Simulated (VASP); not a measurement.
Set up this calculation in VASP 6.6.1, as the native input.

- Task: relaxation of cell and atoms
- Functional: PBE
- Potentials or basis: VASP PAW PBE potentials, release 64 (Sc_sv, Ga_d, P)
- Cutoff: 600 eV
- k mesh: 6 × 6 × 4
- Occupations: gaussian, width 0.1 eV
- Spin: no spin polarisation
- Dipole correction: no
- Further INCAR settings: ALGO = Fast; EDIFF = 1e-07; IBRION = 2; EDIFFG = -0.04; NSW = 90; ISIF = 3

The structure of ScGa3P2 lies in POSCAR:

```
ScGa3P2
1.0
    5.1441286976      0.0000000000      0.0000000000
   -2.5720643488      4.4549461325      0.0000000000
    0.0000000000      0.0000000000      4.7174593892
Sc Ga P
1 3 2
Direct
    0.0000000000      0.0000000000      0.0000000000
    0.5000000000      0.0000000000      0.5000000000
    0.0000000000      0.5000000000      0.5000000000
    0.5000000000      0.5000000000      0.5000000000
    0.6666666667      0.3333333333      0.0000000000
    0.3333333333      0.6666666667      0.0000000000
```

The cell was generated, and may not be a known phase.

These files were run (other wordings do the same):

INCAR

```
PREC = Accurate ; ENCUT = 600
EDIFF = 1E-7 ; ISMEAR = 0
SIGMA = 0.1 ; LREAL = F
LASPH = T ; NELM = 80
ALGO = Fast ; ISIF = 3
LWAVE = F ; LCHARG = F
GGA = PE ; IBRION = 2
NSW = 90 ; EDIFFG = -0.04
```

KPOINTS

```
Automatic mesh
0
Gamma
  6 6 4
```

Potentials or basis: VASP PAW PBE potentials, release 64 (Sc_sv, Ga_d, P).

Launch:

```sh
$ cat potpaw_PBE.64/Sc_sv/POTCAR potpaw_PBE.64/Ga_d/POTCAR potpaw_PBE.64/P/POTCAR > POTCAR
$ mpirun -np 1 vasp_std > vasp.out
```

It gave:

* Relaxed volume: 18.25 Å³/atom
* Relaxed cell: a = 5.165 Å, b = 5.165 Å, c = 4.740 Å, α = 90.00°, β = 90.00°, γ = 120.00°
* Space group after relaxing (to 0.1 Å): P6/mmm (No. 191)
* Energy gained by relaxing: 0.5 meV/atom
* Ionic steps: 2
* Pressure after relaxing: -0.1 GPa
* Band gap on the k mesh: zero (bands 30 and 31 overlap by 2.15 eV)

It took 8.7 min on 1 thread of Oxide Virtual Turin-like Processor, with other jobs on the host, peak memory 0.28 GiB.
